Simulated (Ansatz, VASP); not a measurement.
**SiC in VASP and in Ansatz**

```
Si C
1.0
     3.13443    0.00000    0.00000
     0.00000    3.13443    0.00000
     0.00000    0.00000    4.44936
Si C
2 2
Direct
  0.00000 0.50000 0.28565
  0.50000 0.00000 0.71435
  0.00000 0.00000 0.00000
  0.50000 0.50000 0.00000
```

Alike in both runs: task relaxation of cell and atoms; functional PBE; k mesh 14 × 14 × 10; occupations gaussian, width 0.1 eV; no spin polarisation.

|  | VASP | Ansatz |
| --- | --- | --- |
| version | VASP 6.6.1 | Ansatz 0.2.0 |
| potentials or method | VASP PAW PBE potentials, release 64 (Si, C), cutoff 600 eV | scalar-relativistic, plane waves, PAW |
| valence electrons in the cell | 16 | 16 |

|  | VASP | Ansatz | Ansatz less VASP |
| --- | --- | --- | --- |
| gap on the k mesh at the Fermi level, each at its own relaxed structure (eV) | none | none | - |
| relaxed volume (Å³/atom) | 11.18 | 11.37 | +0.192 |
| relaxed length of the cell vector where the two differ most in proportion (Å) | 3.168 | 3.197 | +0.0291 |

A gap of «none» marks a metal or a gap that the smearing closes.
